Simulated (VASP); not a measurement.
Runs of VASP 6.6.1 on TlZn. The structure is that of space group P-6m2 (No. 187), or close to it. The cells are those of the table. 

```tsv
task	cell	k mesh	cutoff (eV)	gap on the mesh (eV)	pressure (GPa)	relaxed volume (Å³/atom)
single point	a = 3.352, b = 3.352, c = 4.983 Å, angles 90.0, 90.0, 120.0°, 2 atoms	6 × 6 × 4	520	none	0.3	-
single point	a = 3.078, b = 3.078, c = 5.383 Å, angles 90.0, 90.0, 120.0°, 2 atoms	6 × 6 × 4	520	none	(b)	-
relaxation of cell and atoms	relaxed from a = 3.352, b = 3.352, c = 4.983 Å, angles 90.0, 90.0, 120.0°, 2 atoms	18 × 18 × 12	600	none	0.0	24.89
relaxation of cell and atoms	relaxed from a = 3.078, b = 3.078, c = 5.383 Å, angles 90.0, 90.0, 120.0°, 2 atoms	6 × 6 × 4	600	none	0.0	24.48
single point	a = 3.554, b = 3.554, c = 4.546 Å, angles 90.0, 90.0, 120.0°, 2 atoms	18 × 18 × 12	520	none	(a)	-
```

Alike in all rows: level PBE; potentials or basis VASP PAW PBE potentials, release 64 (Zn, Tl_d); no spin polarisation; smearing gaussian 0.1 eV.

Question: Fill in the values left out.

Answer: (a) 0.1; (b) 5.6.

Caveats: some runs use coarse meshes; spin-orbit coupling is left out, which moves the levels of the heavy elements.

A k mesh can miss the band edges, and the runs leave out spin-orbit coupling on Tl.

A gap of «none» marks levels without a gap at the run's occupations.
